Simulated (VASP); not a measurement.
## Si8S: single point with PBE

The system is Si8S, a slab with vacuum.

```
Si S
1.0
     3.85108    0.00000    0.00000
    -1.92554    3.33513    0.00000
     0.00000    0.00000   25.74587
Si S
8 1
Direct
  0.66667 0.33333 0.15536
  0.33333 0.66667 0.18648
  0.33333 0.66667 0.27897
  0.66667 0.33333 0.31009
  0.66667 0.33333 0.40238
  0.33333 0.66667 0.43288
  0.33333 0.66667 0.52708
  0.66667 0.33333 0.55333
  0.00000 0.50000 0.62127
```

| Property | Result |
| --- | --- |
| Program | VASP 6.6.1 |
| Task | single point |
| Functional | PBE |
| Potentials or basis | VASP PAW PBE potentials, release 64 (Si, S) |
| Cutoff | 520 eV |
| k mesh | 9 × 9 × 1 |
| Occupations | gaussian, width 0.05 eV |
| Spin | collinear spin |
| Starting moments | [0.0, 0.0, 0.0, 0.0, 0.0, 0.0, 0.0, 0.0, 2.0] μB |

The largest force is 0.579 eV/Å. The net moment is -0.12 μB per cell. The site moments are Si -0.21, -0.02, -0.04, -0.01, +0.00, +0.04, +0.03 (each value once); S +0.24 μB. The valence electrons inside the program's atomic spheres are Si 1.64, 1.67, 1.68 (each value once); S 3.67.

Forces in eV/Å, atoms in the order of the input:
```
Si   0.004  0.002  0.429
Si  -0.010 -0.006 -0.579
Si  -0.013 -0.007  0.179
Si   0.016  0.009 -0.126
Si   0.062  0.036 -0.020
Si  -0.030 -0.017 -0.014
Si   0.095  0.055 -0.142
Si  -0.159 -0.092  0.312
S    0.036  0.021 -0.040
```

Levels at points of the mesh, in eV from the Fermi level:
Spin up:
```csv
k point,band 17,band 18,band 19,band 20,band 21,band 22
"(0.00, 0.00, 0.00)",-0.26,0.06,0.06,0.66,1.41,2.02
```
Spin down:
| k point | band 16 | band 17 | band 18 | band 19 | band 20 | band 21 | band 22 | band 23 |
| --- | --- | --- | --- | --- | --- | --- | --- | --- |
| (0.00, 0.00, 0.00) | -0.34 | -0.32 | -0.06 | 0.03 | 0.45 | 1.37 | 1.94 | 2.39 |

Wall time 38 min on 1 thread of Oxide Virtual Turin-like Processor, with other jobs on the host, peak memory 0.75 GiB.
